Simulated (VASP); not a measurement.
# BN (P6_3/mmc) in VASP: a series of runs

The runs below take BN through single point, with PBEsol.

Everything below comes from runs of VASP 6.6.1. Logs are shortened: lines on timing, memory, paths and dates and some standing lists are left out, and cuts for length are marked.

### 1 The cell of the first run

It takes space group P6_3/mmc (No. 194, hexagonal). Conventional cell: a = 2.537 Å, b = 2.537 Å, c = 6.749 Å, α = 90.00°, β = 90.00°, γ = 120.00°. Within 2.0 Å of B (site symmetry -6m2) lie 3 N at 1.46 Å. Within 2.0 Å of N (site symmetry -6m2) lie 3 B at 1.46 Å.

### 2 Single point, PBEsol (volume scaled by 1.04)

File INCAR:

```
SYSTEM = BN
PREC = Accurate
ENCUT = 520
EDIFF = 1E-6
ISMEAR = -1
SIGMA = 0.02
LREAL = .False.
LASPH = .True.
NELM = 100
ALGO = Normal
ISIF = 2
LWAVE = .False.
LCHARG = .False.
GGA = PS
NBANDS = 16
```

File KPOINTS:

```
regular mesh
0
Gamma
  11 11 4
  0 0 0
```

File POSCAR:

```
BN
1.0
    2.5369427423      0.0000000000      0.0000000000
   -1.2684713712      2.1970568628      0.0000000000
    0.0000000000      0.0000000000      6.7488574207
B N
2 2
Direct
    0.3333333333      0.6666666667      0.2500000000
    0.6666666667      0.3333333333      0.7500000000
    0.3333333333      0.6666666667      0.7500000000
    0.6666666667      0.3333333333      0.2500000000
```

Potentials or basis: VASP PAW PBE potentials, release 64 (B, N).

Command:

```bash
$ cat potpaw_PBE.64/B/POTCAR potpaw_PBE.64/N/POTCAR > POTCAR
$ mpirun -np 1 vasp_std > vasp.out
```

OUTCAR:

```text
SYSTEM = BN
   PREC = Accurate
   ENCUT = 520
   EDIFF = 1E-6
   ISMEAR = -1
   LREAL = .False.
   LASPH = .True.
   NELM = 100
   ISIF = 2
   GGA = PS

 ion  position               nearest neighbor table
   1  0.333  0.667  0.250-   4 1.46   4 1.46   4 1.46
   2  0.667  0.333  0.750-   3 1.46   3 1.46   3 1.46
   3  0.333  0.667  0.750-   2 1.46   2 1.46   2 1.46
   4  0.667  0.333  0.250-   1 1.46   1 1.46   1 1.46

  LATTYP: Found a hexagonal cell.
 ALAT       =     2.5369427423
 C/A-ratio  =     2.6602324555

  Lattice vectors:

 A1 = (   2.5369427423,   0.0000000000,   0.0000000000)
 A2 = (  -1.2684713712,   2.1970568628,   0.0000000000)
 A3 = (   0.0000000000,   0.0000000000,   6.7488574207)

Analysis of symmetry for initial positions (statically):
=====================================================================
 Subroutine PRICEL returns:
 Original cell was already a primitive cell.

 Routine SETGRP: Setting up the symmetry group for a
 hexagonal supercell.

 Subroutine GETGRP returns: Found 24 space group operations
 (whereof 12 operations were pure point group operations)
 out of a pool of 24 trial point group operations.

The static configuration has the point symmetry D_3d.
 The point group associated with its full space group is D_6h.

Analysis of symmetry for dynamics (positions and initial velocities):
=====================================================================
 Subroutine PRICEL returns:
 Original cell was already a primitive cell.

 Routine SETGRP: Setting up the symmetry group for a
 hexagonal supercell.

 Subroutine GETGRP returns: Found 24 space group operations
 (whereof 12 operations were pure point group operations)
 out of a pool of 24 trial point group operations.

The dynamic configuration has the point symmetry D_3d.
 The point group associated with its full space group is D_6h.

 Subroutine INISYM returns: Found 24 space group operations
 (whereof 12 operations are pure point group operations),
 and found     1 'primitive' translations

----------------------------------------------------------------------------------------

                                     Primitive cell

  volume of cell :      37.6168

  direct lattice vectors                    reciprocal lattice vectors
     2.536942742  0.000000000  0.000000000     0.394175234  0.227577178  0.000000000
    -1.268471371  2.197056863  0.000000000     0.000000000  0.455154355  0.000000000
     0.000000000  0.000000000  6.748857421     0.000000000  0.000000000  0.148173230

  length of vectors
     2.536942742  2.536942742  6.748857421     0.455154355  0.455154355  0.148173230

  position of ions in fractional coordinates (direct lattice)
     0.333333333  0.666666667  0.250000000
     0.666666667  0.333333333  0.750000000
     0.333333333  0.666666667  0.750000000
     0.666666667  0.333333333  0.250000000

  ion indices of the primitive-cell ions
   primitive index   ion index
                 1           1
                 2           2
                 3           3
                 4           4

----------------------------------------------------------------------------------------

 KPOINTS: regular mesh

Automatic generation of k-mesh.
 Grid dimensions read from file:
 generate k-points for:   11   11    4

 Generating k-lattice:

  Cartesian coordinates                     Fractional coordinates (reciprocal lattice)
     0.035834112  0.020688834  0.000000000     0.090909091  0.000000000  0.000000000
     0.000000000  0.041377669  0.000000000     0.000000000  0.090909091  0.000000000
     0.000000000  0.000000000  0.037043307     0.000000000  0.000000000  0.250000000

  Length of vectors
     0.041377669  0.041377669  0.037043307

  Shift w.r.t. Gamma in fractional coordinates (k-lattice)
     0.000000000  0.000000000  0.000000000

 Subroutine IBZKPT returns following result:
 ===========================================

 Found     48 irreducible k-points:

 Following reciprocal coordinates:
            Coordinates               Weight
  0.000000  0.000000  0.000000      1.000000
  0.090909 -0.000000  0.000000      6.000000
  0.181818  0.000000  0.000000      6.000000
  0.272727  0.000000  0.000000      6.000000
  0.363636  0.000000  0.000000      6.000000
  0.454545  0.000000  0.000000      6.000000
[... 16 lines left out ...]
  0.090909  0.090909  0.250000     12.000000
  0.181818  0.090909  0.250000     24.000000
 [... further k-points ...]
   k-points           NKPTS =     48   k-points in BZ     NKDIM =     48   number of bands    NBANDS=     16
   number of dos      NEDOS =    301   number of ions     NIONS =      4
   total plane-waves  NPLWV =  20000
   dimension x,y,z NGX =    20 NGY =   20 NGZ =   50
   dimension x,y,z NGXF=    40 NGYF=   40 NGZF=  100
   ions per type =               2   2
   NGX,Y,Z   is equivalent  to a cutoff of  13.11, 13.11, 12.32 a.u.
   NGXF,Y,Z  is equivalent  to a cutoff of  26.21, 26.21, 24.63 a.u.
 SYSTEM =  BN
   PREC   = accura    normal or accurate (medium, high low for compatibility)
   ISTART =      0    job   : 0-new  1-cont  2-samecut
   ICHARG =      2    charge: 1-file 2-atom 10-const
   ISPIN  =      1    spin polarized calculation?
   LNONCOLLINEAR =      F non collinear calculations
   LSORBIT =      F    spin-orbit coupling
   LASPH  =      T    aspherical Exc in radial PAW
   ENCUT  =  520.0 eV  38.22 Ry    6.18 a.u.   4.72  4.72 12.55*2*pi/ulx,y,z
   NELM   =    100;   NELMIN=  2; NELMDL= -5     # of ELM steps
   EDIFF  = 0.1E-05   stopping-criterion for ELM
   LREAL  =      F    real-space projection
   EDIFFG = 0.1E-04   stopping-criterion for IOM
   NSW    =      0    number of steps for IOM
   IBRION =     -1    ionic relax: 0-MD 1-quasi-New 2-CG
   NFREE  =      0    steps in history (QN), initial steepest desc. (CG)
   ISIF   =      2    stress and relaxation
   ISYM   =      2    0-nonsym 1-usesym 2-fastsym
   POTIM  = 0.5000    time-step for ionic-motion
   TEBEG  =    0.0;   TEEND  =   0.0 temperature during run
   PSTRESS=    0.0 pullay stress
   NELECT =      16.0000    total number of electrons
   NUPDOWN=      -1.0000    fix difference up-down
   EMIN   =  10.00;   EMAX   =-10.00  energy-range for DOS
   EFERMI =   0.00;   METHOD = LEGACY
[... 43 lines left out ...]
      2     -15.3451      2.00000
      3      -4.1343      2.00000
      4      -2.0929      2.00000
      5       0.5470      2.00000
      6       0.5470      2.00000
[... 8 lines left out ...]
     15      13.3904      0.00000
     16      14.4264      0.00000

 k-point     2 :       0.0909   -0.0000    0.0000
  band No.  band energies     occupation
      1     -15.4595      2.00000
      2     -15.1927      2.00000
      3      -3.9183      2.00000
      4      -1.8993      2.00000
      5      -0.1026      2.00000
      6      -0.0741      2.00000
[... 8 lines left out ...]
     15      13.8762      0.00000
     16      14.0279      0.00000

 k-point     3 :       0.1818    0.0000    0.0000
  band No.  band energies     occupation
      1     -14.9970      2.00000
      2     -14.7459      2.00000
      3      -3.2797      2.00000
      4      -1.7021      2.00000
      5      -1.6641      2.00000
      6      -1.3325      2.00000
[... 8 lines left out ...]
     15      15.5752      0.00000
     16      15.6823      0.00000

 k-point     4 :       0.2727    0.0000    0.0000
  band No.  band energies     occupation
      1     -14.2696      2.00000
      2     -14.0466      2.00000
      3      -3.6517      2.00000
      4      -3.5905      2.00000
      5      -2.2554      2.00000
      6      -1.2116      2.00000
[... 8 lines left out ...]
     15      16.6412      0.00000
     16      18.0611      0.00000

 k-point     5 :       0.3636    0.0000    0.0000
  band No.  band energies     occupation
      1     -13.3852      2.00000
      2     -13.2099      2.00000
      3      -5.4773      2.00000
      4      -5.3987      2.00000
      5      -1.8127      2.00000
      6      -1.7543      2.00000
[... 8 lines left out ...]
     15      16.9420      0.00000
     16      20.6705      0.00000

 k-point     6 :       0.4545    0.0000    0.0000
  band No.  band energies     occupation
      1     -12.6429      2.00000
      2     -12.5481      2.00000
      3      -6.6886      2.00000
      4      -6.6183      2.00000
      5      -2.1362      2.00000
      6      -2.0758      2.00000
[... 8 lines left out ...]
     15      16.5955      0.00000
     16      20.1080      0.00000

 k-point     7 :       0.0909    0.0909    0.0000
  band No.  band energies     occupation
      1     -15.1492      2.00000
      2     -14.8928      2.00000
      3      -3.4908      2.00000
      4      -1.5187      2.00000
      5      -1.1302      2.00000
      6      -1.1141      2.00000
[... 8 lines left out ...]
     15      14.7710      0.00000
     16      15.6180      0.00000

 k-point     8 :       0.1818    0.0909    0.0000
  band No.  band energies     occupation
      1     -14.5520      2.00000
      2     -14.3172      2.00000
      3      -2.7697      2.00000
      4      -2.7338      2.00000
      5      -2.6571      2.00000
      6      -1.2071      2.00000
[... 8 lines left out ...]
     15      16.2530      0.00000
     16      16.5956      0.00000

 k-point     9 :       0.2727    0.0909    0.0000
  band No.  band energies     occupation
      1     -13.7345      2.00000
      2     -13.5364      2.00000
      3      -4.5941      2.00000
      4      -4.5294      2.00000
      5      -1.9701      2.00000
      6      -1.9106      2.00000
[... 8 lines left out ...]
     15      16.3959      0.00000
     16      18.2811      0.00000
[... 172 lines left out ...]
 k-point    19 :       0.1818    0.0000    0.2500
  band No.  band energies     occupation
      1     -14.9619      2.00000
      2     -14.7844      2.00000
      3      -3.0467      2.00000
      4      -1.7891      2.00000
      5      -1.6864      2.00000
      6      -1.5607      2.00000
[... 8 lines left out ...]
     15      15.5903      0.00000
     16      15.6660      0.00000

 k-point    20 :       0.2727    0.0000    0.2500
  band No.  band energies     occupation
      1     -14.2382      2.00000
      2     -14.0806      2.00000
      3      -3.6493      2.00000
      4      -3.6040      2.00000
      5      -2.0214      2.00000
      6      -1.2037      2.00000
[... 8 lines left out ...]
     15      17.8822      0.00000
     16      18.0753      0.00000

 k-point    21 :       0.3636    0.0000    0.2500
  band No.  band energies     occupation
      1     -13.3603      2.00000
      2     -13.2363      2.00000
      3      -5.4686      2.00000
      4      -5.4128      2.00000
      5      -1.8042      2.00000
      6      -1.7629      2.00000
[... 8 lines left out ...]
     15      17.9490      0.00000
     16      20.0827      0.00000

 k-point    22 :       0.4545    0.0000    0.2500
  band No.  band energies     occupation
      1     -12.6290      2.00000
      2     -12.5620      2.00000
      3      -6.6811      2.00000
      4      -6.6314      2.00000
      5      -2.1274      2.00000
      6      -2.0847      2.00000
[... 8 lines left out ...]
     15      17.1407      0.00000
     16      19.4895      0.00000

 k-point    23 :       0.0909    0.0909    0.2500
  band No.  band energies     occupation
      1     -15.1134      2.00000
      2     -14.9322      2.00000
      3      -3.2524      2.00000
      4      -1.8867      2.00000
      5      -1.1228      2.00000
      6      -1.0999      2.00000
[... 8 lines left out ...]
     15      14.7830      0.00000
     16      15.2200      0.00000

 k-point    24 :       0.1818    0.0909    0.2500
  band No.  band energies     occupation
      1     -14.5191      2.00000
      2     -14.3531      2.00000
      3      -2.7924      2.00000
      4      -2.7483      2.00000
      5      -2.3948      2.00000
      6      -1.2091      2.00000
[... 8 lines left out ...]
     15      16.2388      0.00000
     16      16.3142      0.00000

 [... further k-points ...]
[... 5 lines left out ...]
  --------------------------------------------------------------------------------------
  -------------------------------------------------------------------------------------
  Total       -2.9285680     -2.9285680      0.0901261      0.0000000     -0.0000000      0.0000000
  in kB     -124.7336618   -124.7336618      3.8386532      0.0000000     -0.0000000      0.0000000
  external PRESSURE =     -81.8762235 kB  Pullay stress =       0.0000000 kB

 VOLUME and BASIS-vectors are now :
 -----------------------------------------------------------------------------
  energy-cutoff  :      520.00
  volume of cell :       37.62
      direct lattice vectors                 reciprocal lattice vectors
     2.536942742  0.000000000  0.000000000     0.394175234  0.227577178  0.000000000
    -1.268471371  2.197056863  0.000000000     0.000000000  0.455154355  0.000000000
     0.000000000  0.000000000  6.748857421     0.000000000  0.000000000  0.148173230

 POSITION                                       TOTAL-FORCE (eV/Angst)
 -----------------------------------------------------------------------------------
     -0.00000      1.46470      1.68721         0.000000     -0.000000      0.000000
      1.26847      0.73235      5.06164        -0.000000      0.000000      0.000000
     -0.00000      1.46470      5.06164        -0.000000      0.000000      0.000000
      1.26847      0.73235      1.68721         0.000000     -0.000000      0.000000
 -----------------------------------------------------------------------------------
    total drift:                                0.000000     -0.000000      0.000000

  FREE ENERGIE OF THE ION-ELECTRON SYSTEM (eV)
  ---------------------------------------------------
  free  energy   TOTEN  =       -36.5324777976 eV

  energy  without entropy=      -36.5324777976  energy(sigma->0) =      -36.53247780
```

Wall time 21 s (1 thread of Intel Xeon Platinum 8259CL at 2.50GHz (Skylake/Cascade Lake), shared host); peak memory 0.15 GiB.

What came out:

- Free energy: -36.5325 eV
- Pressure: -8.2 GPa
- Band gap on the k mesh: 4.18 eV, indirect (least direct gap 4.51 eV)

Stress tensor (GPa, compression positive):
```
-12.47   0.00   0.00
  0.00 -12.47   0.00
  0.00   0.00   0.38
```

Caveat: the PAW data sets were made with another functional, which shifts forces and pressure a little; this functional lacks dispersion, which binds the layers, so the pressure and a relaxed spacing across them are unreliable.

### 3 Single point, PBEsol (volume scaled by 0.96)

File INCAR:

```
SYSTEM = BN
PREC = Accurate
ENCUT = 520
EDIFF = 1E-7
ISMEAR = -1
SIGMA = 0.02
LREAL = .False.
LASPH = .True.
NELM = 100
ALGO = Normal
ISIF = 2
LWAVE = .False.
LCHARG = .True.
GGA = PS
LELF = .True.
LVHAR = .True.
NBANDS = 16
```

KPOINTS is that of step 2.

File POSCAR:

```
BN
1.0
    2.4701498301      0.0000000000      0.0000000000
   -1.2350749151      2.1392125040      0.0000000000
    0.0000000000      0.0000000000      6.5711727478
B N
2 2
Direct
    0.3333333333      0.6666666667      0.2500000000
    0.6666666667      0.3333333333      0.7500000000
    0.3333333333      0.6666666667      0.7500000000
    0.6666666667      0.3333333333      0.2500000000
```

Potentials or basis: VASP PAW PBE potentials, release 64 (B, N).

Command:

```bash
$ cat potpaw_PBE.64/B/POTCAR potpaw_PBE.64/N/POTCAR > POTCAR
$ mpirun -np 1 vasp_std > vasp.out
```

It took 50 s on 1 thread of AMD EPYC 7R13, shared host; peak memory 0.12 GiB.

It converged, with:

```
Free energy            : -36.5110 eV
Pressure               : 11.4 GPa
Band gap on the k mesh : 4.28 eV, indirect (least direct gap 4.67 eV)
```

Stress tensor (GPa, compression positive):
```
16.62  0.00  0.00
 0.00 16.62  0.00
 0.00  0.00  1.11
```

Levels at points of the mesh, in eV from the valence-band top:
```tsv
k point	band 5	band 6	band 7	band 8	band 9	band 10	band 11	band 12
(0.00, 0.00, 0.00)	-1.29	-1.29	-1.25	-1.25	5.08	10.41	11.82	11.82
(0.00, 0.00, 0.50)	-1.27	-1.27	-1.27	-1.27	7.59	7.59	11.88	11.88
```

Caveat: the PAW data sets were made with another functional, which shifts forces and pressure a little; this functional lacks dispersion, which binds the layers, so the pressure and a relaxed spacing across them are unreliable.

### 4 Single point, PBEsol (volume scaled by 0.99)

File INCAR:

```
PREC = Accurate
ENCUT = 520
EDIFF = 1E-6
ISMEAR = -1
SIGMA = 0.02
LREAL = F
LASPH = T
NELM = 80
ALGO = Normal
ISIF = 2
LWAVE = F
LCHARG = T
GGA = PS
LELF = T
LVHAR = T
NBANDS = 16
```

File KPOINTS:

```
regular mesh
0
Gamma
  11 11 4
```

File POSCAR:

```
BN
1.0
    2.4956170876      0.0000000000      0.0000000000
   -1.2478085438      2.1612677960      0.0000000000
    0.0000000000      0.0000000000      6.6389215727
B N
2 2
Direct
    0.3333333333      0.6666666667      0.2500000000
    0.6666666667      0.3333333333      0.7500000000
    0.3333333333      0.6666666667      0.7500000000
    0.6666666667      0.3333333333      0.2500000000
```

Command:

```bash
$ cat potpaw_PBE.64/B/POTCAR potpaw_PBE.64/N/POTCAR > POTCAR
$ mpirun -np 1 vasp_std > vasp.out
```

Wall time 64 s (1 thread of AMD EPYC 7R13, shared host); peak memory 0.12 GiB.

It converged, with:

- Free energy: -36.5611 eV
- Pressure: 3.2 GPa
- Band gap on the k mesh: 4.24 eV, indirect (least direct gap 4.62 eV)

Stress tensor (GPa, compression positive):
```
4.46 0.00 0.00
0.00 4.46 0.00
0.00 0.00 0.80
```

Levels at points of the mesh, in eV from the valence-band top:
| k point | band 5 | band 6 | band 7 | band 8 | band 9 | band 10 | band 11 | band 12 |
| --- | --- | --- | --- | --- | --- | --- | --- | --- |
| (0.00, 0.00, 0.00) | -1.32 | -1.32 | -1.29 | -1.29 | 5.03 | 10.18 | 11.56 | 11.56 |
| (0.00, 0.00, 0.50) | -1.30 | -1.30 | -1.30 | -1.30 | 7.44 | 7.44 | 11.62 | 11.62 |

Caveat: the PAW data sets were made with another functional, which shifts forces and pressure a little; this functional lacks dispersion, which binds the layers, so the pressure and a relaxed spacing across them are unreliable. A k mesh can miss the band edges.

### 5 Overview

```csv
cell,gap on the mesh (eV),pressure (GPa)
"a = 2.537, b = 2.537, c = 6.749 Å, angles 90.0, 90.0, 120.0°, 4 atoms",4.18,-8.2
"a = 2.470, b = 2.470, c = 6.571 Å, angles 90.0, 90.0, 120.0°, 4 atoms",4.28,11.4
"a = 2.496, b = 2.496, c = 6.639 Å, angles 90.0, 90.0, 120.0°, 4 atoms",4.24,3.2
```

Alike in all rows: task single point; level PBEsol; potentials or basis VASP PAW PBE potentials, release 64 (B, N); no spin polarisation; k mesh 11 × 11 × 4; cutoff (eV) 520; smearing fermi-dirac 0.02 eV.

Caveats: the PAW data sets were made with another functional, which shifts forces and pressure a little; this functional lacks dispersion, which binds the layers, so the pressure and a relaxed spacing across them are unreliable.

Total energies depend on the potentials used, so only differences within one code and one set of settings carry meaning.
